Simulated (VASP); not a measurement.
# SiO2 (P6_422) in VASP: a series of runs, part 2 of 2

VASP 6.6.1. Earlier steps stand in the parts before.

### Step 4. Single point, LDA (strain -0.0300 x Voigt [1, 1, 0, 0, 0, 0])

Contents of INCAR:

```
SYSTEM = SiO2
  PREC = Accurate
  ENCUT = 520
  EDIFF = 1E-7
  ISMEAR = 0
  SIGMA = 0.05
  LREAL = .False.
  LASPH = .True.
  NELM = 100
  ALGO = Normal
  ISIF = 2
  LWAVE = .False.
  LCHARG = .False.
  GGA = CA
  NBANDS = 34
```

Contents of KPOINTS:

```
Automatic mesh
0
Gamma
  6 6 4
  0 0 0
```

Contents of POSCAR:

```
SiO2
1.0
    4.8875374456      0.0000000000      0.0000000000
   -2.4437687228      4.2327315898      0.0000000000
    0.0000000000      0.0000000000      5.5248549769
Si O
3 6
Direct
    0.0000000000      0.5000000000      0.3333333333
    0.5000000000      0.5000000000      0.6666666667
    0.5000000000      0.0000000000      0.0000000000
    0.5843949018      0.7921974509      0.8333333333
    0.7921974509      0.5843949018      0.5000000000
    0.7921974509      0.2078025491      0.1666666667
    0.4156050982      0.2078025491      0.8333333333
    0.2078025491      0.4156050982      0.5000000000
    0.2078025491      0.7921974509      0.1666666667
```

Potentials or basis: VASP PAW LDA potentials, release 64 (Si, O).

Launch:

```bash
cat potpaw_LDA.64/Si/POTCAR potpaw_LDA.64/O/POTCAR > POTCAR
mpirun -np 1 vasp_std > vasp.out
```

OUTCAR:

```text
SYSTEM = SiO2
   PREC = Accurate
   ENCUT = 520
   EDIFF = 1E-7
   ISMEAR = 0
   LREAL = .False.
   LASPH = .True.
   NELM = 100
   ISIF = 2
   GGA = CA

 ion  position               nearest neighbor table
   1  0.000  0.500  0.333-   6 1.57   9 1.57   8 1.57   5 1.57   3 3.06   3 3.06   2 3.06   2 3.06

   2  0.500  0.500  0.667-   4 1.57   7 1.57   5 1.57   8 1.57   3 3.06   3 3.06   1 3.06   1 3.06

   3  0.500  0.000  0.000-   6 1.57   9 1.57   7 1.57   4 1.57   1 3.06   2 3.06   2 3.06   1 3.06

   4  0.584  0.792  0.833-   2 1.57   3 1.57
   5  0.792  0.584  0.500-   2 1.57   1 1.57
   6  0.792  0.208  0.167-   1 1.57   3 1.57
[... 992 lines left out ...]
  external PRESSURE =     135.2230024 kB  Pullay stress =       0.0000000 kB

 VOLUME and BASIS-vectors are now :
 -----------------------------------------------------------------------------
  energy-cutoff  :      520.00
  volume of cell :      114.30
      direct lattice vectors                 reciprocal lattice vectors
     4.887537446  0.000000000  0.000000000     0.204602013  0.118127027  0.000000000
    -2.443768723  4.232731590  0.000000000     0.000000000  0.236254055  0.000000000
     0.000000000  0.000000000  5.524854977     0.000000000  0.000000000  0.181000226

 POSITION                                       TOTAL-FORCE (eV/Angst)
 -----------------------------------------------------------------------------------
     -1.22188      2.11637      1.84162        -0.000000      0.000000     -0.000000
      1.22188      2.11637      3.68324        -0.000000      0.000000     -0.000000
      2.44377      0.00000      0.00000        -0.000000      0.000000     -0.000000
      0.92030      3.35316      4.60405         0.501410      0.289489      0.000000
      2.44377      2.47359      2.76243        -0.000000      0.578978     -0.000000
      3.36407      0.87957      0.92081         0.501410     -0.289489     -0.000000
      1.52346      0.87957      4.60405        -0.501410     -0.289489     -0.000000
      0.00000      1.75914      2.76243        -0.000000     -0.578978     -0.000000
     -0.92030      3.35316      0.92081        -0.501410      0.289489      0.000000
 -----------------------------------------------------------------------------------
    total drift:                               -0.000000      0.000000     -0.000001

  FREE ENERGIE OF THE ION-ELECTRON SYSTEM (eV)
  ---------------------------------------------------
  free  energy   TOTEN  =       -77.4852035505 eV

  energy  without entropy=      -77.4852035505  energy(sigma->0) =      -77.48520355
```

OSZICAR:

```text
N       E                     dE             d eps       ncg     rms          rms(c)
DAV:   1     0.271409672362E+03    0.27141E+03   -0.25412E+04  1428   0.131E+03
DAV:   2    -0.708626602491E+02   -0.34227E+03   -0.33102E+03  1814   0.304E+02
DAV:   3    -0.883765911869E+02   -0.17514E+02   -0.17457E+02  1846   0.733E+01
DAV:   4    -0.885621333967E+02   -0.18554E+00   -0.18538E+00  1758   0.846E+00
DAV:   5    -0.885648291635E+02   -0.26958E-02   -0.26948E-02  1832   0.100E+00    0.286E+01
DAV:   6    -0.778357520411E+02    0.10729E+02   -0.37296E+01  1578   0.326E+01    0.144E+01
DAV:   7    -0.776049767152E+02    0.23078E+00   -0.11194E+00  1736   0.506E+00    0.491E+00
DAV:   8    -0.775008064189E+02    0.10417E+00   -0.77379E-02  1750   0.181E+00    0.182E+00
DAV:   9    -0.774846503984E+02    0.16156E-01   -0.23801E-02  1808   0.982E-01    0.252E-01
DAV:  10    -0.774852299565E+02   -0.57956E-03   -0.19108E-03  1702   0.239E-01    0.843E-02
DAV:  11    -0.774852010560E+02    0.28901E-04   -0.38124E-04  1792   0.118E-01    0.221E-02
DAV:  12    -0.774852030496E+02   -0.19936E-05   -0.10575E-05  1772   0.178E-02    0.659E-03
DAV:  13    -0.774852035180E+02   -0.46836E-06   -0.24410E-06  1752   0.863E-03    0.423E-03
DAV:  14    -0.774852035505E+02   -0.32477E-07   -0.11265E-07  1254   0.208E-03
   1 F= -.77485204E+02 E0= -.77485204E+02  d E =-.160137E-12
```

It took 80 s on 1 thread of Intel Xeon Platinum 8375C at 2.90GHz (Ice Lake), shared host; peak memory 0.21 GiB.

Results:

```yaml
Free_energy: -77.4852 eV
Pressure: 13.5 GPa
Largest_force: 0.579 eV/Å
Band_gap_on_the_k_mesh: 5.70 eV, indirect (least direct gap 5.85 eV)
```

Forces on the atoms (eV/Å):
```
Si   0.000  0.000  0.000
Si   0.000  0.000  0.000
Si   0.000  0.000  0.000
O    0.501  0.289  0.000
O    0.000  0.579  0.000
O    0.501 -0.289  0.000
O   -0.501 -0.289  0.000
O    0.000 -0.579  0.000
O   -0.501  0.289  0.000
```

Levels at points of the mesh, in eV from the valence-band top:
```tsv
k point	band 22	band 23	band 24	band 25	band 26	band 27
(0.00, 0.00, 0.00)	-0.56	-0.56	-0.15	5.70	8.92	8.92
(0.50, 0.00, 0.00)	-1.17	-0.45	-0.03	7.80	8.71	9.61
(0.00, 0.00, 0.50)	-0.38	0.00	0.00	7.53	7.53	8.20
(0.50, 0.00, 0.50)	-0.86	-0.82	-0.37	8.98	9.08	9.43
```

Caveat: the cell differs from its parent crystal (strain -0.0300 x Voigt [1, 1, 0, 0, 0, 0]). A k mesh can miss the band edges.

### Step 5. Single point, LDA (strain -0.0150 x Voigt [1, 1, 0, 0, 0, 0])

Contents of INCAR:

```
SYSTEM = SiO2
PREC = Accurate
ENCUT = 520
EDIFF = 1E-7
ISMEAR = 0
SIGMA = 0.05
LREAL = .False.
LASPH = .True.
NELM = 100
ALGO = Normal
ISIF = 2
LWAVE = .False.
LCHARG = .False.
GGA = CA
NBANDS = 34
```

KPOINTS is that of step 4.

Changes to POSCAR since step 4:

```diff
@@ -2,4 +2,4 @@
 1.0
-    4.8875374456      0.0000000000      0.0000000000
-   -2.4437687228      4.2327315898      0.0000000000
+    4.9631179215      0.0000000000      0.0000000000
+   -2.4815589607      4.2981862020      0.0000000000
     0.0000000000      0.0000000000      5.5248549769
```

Launch:

```bash
cat potpaw_LDA.64/Si/POTCAR potpaw_LDA.64/O/POTCAR > POTCAR
mpirun -np 1 vasp_std > vasp.out
```

Wall time 95 s (1 thread of Intel Xeon Platinum 8375C at 2.90GHz (Ice Lake), shared host); peak memory 0.22 GiB.

The run converged. Its results:

- Free energy: -77.7218 eV
- Pressure: 6.7 GPa
- Largest force: 0.279 eV/Å
- Band gap on the k mesh: 5.61 eV, indirect (least direct gap 5.78 eV)

Forces on the atoms (eV/Å):
```
Si   0.000  0.000  0.000
Si   0.000  0.000  0.000
Si   0.000  0.000  0.000
O    0.242  0.140  0.000
O    0.000  0.279  0.000
O    0.242 -0.140  0.000
O   -0.242 -0.140  0.000
O    0.000 -0.279  0.000
O   -0.242  0.140  0.000
```

Stress tensor (GPa, compression positive):
```
6.93 0.00 0.00
0.00 6.93 0.00
0.00 0.00 6.10
```

Levels at points of the mesh, in eV from the valence-band top:
```csv
k point,band 22,band 23,band 24,band 25,band 26,band 27
"(0.00, 0.00, 0.00)",-0.52,-0.52,-0.17,5.61,8.84,8.84
"(0.50, 0.00, 0.00)",-1.09,-0.40,-0.01,7.68,8.56,9.51
"(0.00, 0.00, 0.50)",-0.33,0.00,0.00,7.44,7.44,8.21
"(0.50, 0.00, 0.50)",-0.80,-0.76,-0.36,8.86,9.03,9.23
```

Caveat: the cell differs from its parent crystal (strain -0.0150 x Voigt [1, 1, 0, 0, 0, 0]).

### Step 6. Summary

| cell | gap on the mesh (eV) | pressure (GPa) | largest force (eV/Å) |
| --- | --- | --- | --- |
| a = 4.736, b = 4.736, c = 5.525 Å, angles 90.0, 90.0, 120.0°, 9 atoms | 5.83 | 30.0 | 1.27 |
| a = 4.812, b = 4.812, c = 5.525 Å, angles 90.0, 90.0, 120.0°, 9 atoms | 5.77 | 21.3 | 0.91 |
| a = 4.888, b = 4.888, c = 5.525 Å, angles 90.0, 90.0, 120.0°, 9 atoms | 5.70 | 13.5 | 0.58 |
| a = 4.963, b = 4.963, c = 5.525 Å, angles 90.0, 90.0, 120.0°, 9 atoms | 5.61 | 6.7 | 0.28 |

Alike in all rows: task single point; level LDA; potentials or basis VASP PAW LDA potentials, release 64 (Si, O); no spin polarisation; k mesh 6 × 6 × 4; cutoff (eV) 520; smearing gaussian 0.05 eV.

Caveats: forces of over 1 eV/Å act on the atoms, so gaps and moduli don't describe the material at rest (some runs).

Absolute energies hang on the potentials; compare differences alone.
